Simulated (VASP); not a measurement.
# Al (P6_3/mmc) in VASP: a series of runs, part 2 of 2

VASP 6.6.1. Earlier steps stand in the parts before.

### Step 4. Relaxation of cell and atoms, PBEsol

The input, INCAR:

```
SYSTEM = Al
ALGO     = Normal         ! electronic algorithm
EDIFF    = 1E-6           ! SCF threshold, eV
EDIFFG   = -0.01          ! ionic threshold
ENCUT    = 600            ! plane-wave cutoff, eV
GGA      = PS             ! functional
IBRION   = 2              ! ionic algorithm
ISIF     = 3              ! what is computed and relaxed
ISMEAR   = -1             ! smearing method
LASPH    = .TRUE.         ! aspherical terms in the spheres
LCHARG   = .FALSE.        ! write CHGCAR
LREAL    = .FALSE.        ! projectors in reciprocal space
LWAVE    = .FALSE.        ! write WAVECAR
NELM     = 60             ! most SCF steps
NSW      = 80             ! ionic steps
PREC     = Accurate       ! precision mode
SIGMA    = 0.15           ! smearing width, eV
```

The input, KPOINTS:

```
k-points
0
G
  9 9 3
  0 0 0
```

The input, POSCAR:

```
Al
1.0
    2.8270770000      0.0000000000      0.0000000000
   -1.4135390000      2.4483210000      0.0000000000
    0.0000000000      0.0000000000      9.1859930000
Al
4
Direct
    0.0000000000      0.0000000000      0.0000000000
    0.3333333333      0.6666666667      0.2500000000
    0.0000000000      0.0000000000      0.5000000000
    0.6666666667      0.3333333333      0.7500000000
```

Potentials or basis: VASP PAW PBE potentials, release 64 (Al).

Started as:

```
cat potpaw_PBE.64/Al/POTCAR > POTCAR
mpirun -np 1 vasp_std > vasp.out
```

OUTCAR:

```text
SYSTEM = Al
   EDIFF = 1E-6
   EDIFFG = -0.01
   ENCUT = 600
   GGA = PS
   IBRION = 2
   ISIF = 3
   ISMEAR = -1
   LASPH = .TRUE.
   LREAL = .FALSE.
   NELM = 60
   NSW = 80
   PREC = Accurate

 ion  position               nearest neighbor table
   1  0.000  0.000  0.000-   4 2.82   2 2.82   4 2.82   2 2.82   4 2.82   2 2.82
   2  0.333  0.667  0.250-   1 2.82   3 2.82   1 2.82   3 2.82   1 2.82   3 2.82
   3  0.000  0.000  0.500-   4 2.82   2 2.82   4 2.82   2 2.82   4 2.82   2 2.82
   4  0.667  0.333  0.750-   1 2.82   3 2.82   1 2.82   3 2.82   1 2.82   3 2.82

  LATTYP: Found a hexagonal cell.
 ALAT       =     2.8270770000
 C/A-ratio  =     3.2492899910

  Lattice vectors:

 A1 = (   2.8270770000,   0.0000000000,   0.0000000000)
 A2 = (  -1.4135390000,   2.4483210000,   0.0000000000)
 A3 = (   0.0000000000,   0.0000000000,   9.1859930000)

Analysis of symmetry for initial positions (statically):
=====================================================================
 Subroutine PRICEL returns:
 Original cell was already a primitive cell.

 Routine SETGRP: Setting up the symmetry group for a
 hexagonal supercell.

[... 162 lines left out ...]
--------------------------------------- Ionic step        1  -------------------------------------------

 number of electron      12.0000000 magnetization

 Free energy of the ion-electron system (eV)
  ---------------------------------------------------
  ext. energy  EPLUGINS =         0.00000000
  ---------------------------------------------------
  free energy    TOTEN  =       -16.35630542 eV

  energy without entropy =      -16.23778657  energy(sigma->0) =      -16.29704600

------------------------ aborting loop because EDIFF is reached ----------------------------------------

  FORCE on cell =-STRESS in cart. coord.  units (eV):
  Direction    XX          YY          ZZ          XY          YZ          ZX
  --------------------------------------------------------------------------------------
  -------------------------------------------------------------------------------------
  Total        0.4454827      0.4454828      1.2746776     -0.0000001      0.0000000      0.0000000
  in kB       11.2255929     11.2255975     32.1202448     -0.0000023      0.0000000      0.0000000
  external PRESSURE =      18.1904784 kB  Pullay stress =       0.0000000 kB
[... 139 lines left out ...]
--------------------------------------- Ionic step        5  -------------------------------------------

 number of electron      12.0000000 magnetization

 Free energy of the ion-electron system (eV)
  ---------------------------------------------------
  ext. energy  EPLUGINS =         0.00000000
  ---------------------------------------------------
  free energy    TOTEN  =       -16.36887065 eV

  energy without entropy =      -16.25456993  energy(sigma->0) =      -16.31172029

 E-fermi :   8.0733     XC(G=0): -10.3139

 val. band max:        8.0292441034   @ k =   0.3333   0.2222   0.3333
 cond. band min:       8.2154657335   @ k =   0.2222   0.2222   0.3333
 fundamental gap:      0.1862216301
 Fermi energy:         8.0733266981

 k-point     1 :       0.0000    0.0000    0.0000
  band No.  band energies     occupation
      1      -3.1268      2.00000
      2      -1.4500      2.00000
      3      -1.4453      2.00000
      4       3.3912      2.00000
      5       3.5659      2.00000
      6      11.3479      0.00000
      7      11.3587      0.00000
      8      19.0671      0.00000
      9      19.0671      0.00000
     10      19.2241      0.00000
[... 328 lines left out ...]
  FREE ENERGIE OF THE ION-ELECTRON SYSTEM (eV)
  ---------------------------------------------------
  free  energy   TOTEN  =       -16.3688706534 eV

  energy  without entropy=      -16.2545699272  energy(sigma->0) =      -16.31172029

 reached required accuracy - stopping structural energy minimisation
```

OSZICAR:

```text
N       E                     dE             d eps       ncg     rms          rms(c)
DAV:   1     0.108763769546E+02    0.10876E+02   -0.47318E+03   480   0.104E+03
DAV:   2    -0.154088058885E+02   -0.26285E+02   -0.24753E+02   634   0.109E+02
DAV:   3    -0.164635683983E+02   -0.10548E+01   -0.10129E+01   670   0.194E+01
DAV:   4    -0.164760804090E+02   -0.12512E-01   -0.12403E-01   632   0.203E+00
[... 27 lines left out ...]
       N       E                     dE             d eps       ncg     rms          rms(c)
DAV:   1    -0.163688990884E+02   -0.13255E-03   -0.24895E-03   606   0.282E-01    0.282E-02
DAV:   2    -0.163688802280E+02    0.18860E-04   -0.23772E-05   546   0.369E-02    0.157E-02
DAV:   3    -0.163688706098E+02    0.96182E-05   -0.15572E-05   554   0.204E-02    0.174E-03
DAV:   4    -0.163688706534E+02   -0.43584E-07   -0.30548E-07   306   0.451E-03
   5 F= -.16368871E+02 E0= -.16311720E+02  d E =-.124656E-02
```

It took 50 s on 1 thread of Intel Xeon Platinum 8375C at 2.90GHz (Ice Lake), shared host; peak memory 0.19 GiB.

What came out:

| Property | Result |
| --- | --- |
| Free energy | -16.3689 eV |
| Relaxed volume | 16.25 Å³/atom |
| Relaxed cell | a = 2.832 Å, b = 2.832 Å, c = 9.360 Å, α = 90.00°, β = 90.00°, γ = 120.00° |
| Space group after relaxing (to 0.05 Å) | P6_3/mmc (No. 194) |
| Energy gained by relaxing | 3.1 meV/atom |
| Ionic steps | 5 |
| Pressure after relaxing | 0.0 GPa |
| Band gap on the k mesh | zero (band 6 reaches 11.91 eV, above the bottom of band 7 at 6.79 eV) |

The path:
```tsv
step	energy change (eV)	largest force (eV/Å)	pressure (GPa)	volume (Å³)
1	0.0000	0.0000	1.82	63.58
2	-0.0113	0.0000	-0.37	65.25
3	-0.0113	0.0000	-0.26	65.16
4	-0.0125	0.0000	-0.09	65.04
5	-0.0126	0.0000	-0.02	64.99
```

Final structure:
```
Al
1.0
     2.83151    0.00000    0.00000
    -1.41576    2.45216    0.00000
     0.00000    0.00000    9.35981
Al
4
Direct
  0.00000 0.00000 0.00000
  0.33333 0.66667 0.25000
  0.00000 0.00000 0.50000
  0.66667 0.33333 0.75000
```

Levels at points of the mesh, in eV from the Fermi level:
```csv
k point,band 3,band 4,band 5,band 6,band 7,band 8
"(0.00, 0.00, 0.00)",-9.52,-4.68,-4.51,3.27,3.29,10.99
```

Caveat: the PAW data sets were made with another functional, which shifts forces and pressure a little.

### Step 5. Overview

```tsv
level	potentials or basis	gap on the mesh (eV)	pressure (GPa)	relaxed volume (Å³/atom)
LDA	VASP PAW LDA potentials, release 64 (Al)	none	-0.1	15.88
BLYP+D3(BJ)	VASP PAW PBE potentials, release 64 (Al)	none	0.1	15.55
PBEsol	VASP PAW PBE potentials, release 64 (Al)	none	0.0	16.25
```

Alike in all rows: task relaxation of cell and atoms; no spin polarisation; cell relaxed; k mesh 9 × 9 × 3; cutoff (eV) 600; smearing fermi-dirac 0.15 eV.

Caveats: the PAW data sets were made with another functional, which shifts forces and pressure a little (some runs); pairwise dispersion overbinds metals, which lowers pressure and volume (some runs).

Absolute energies hang on the potentials; compare differences alone.
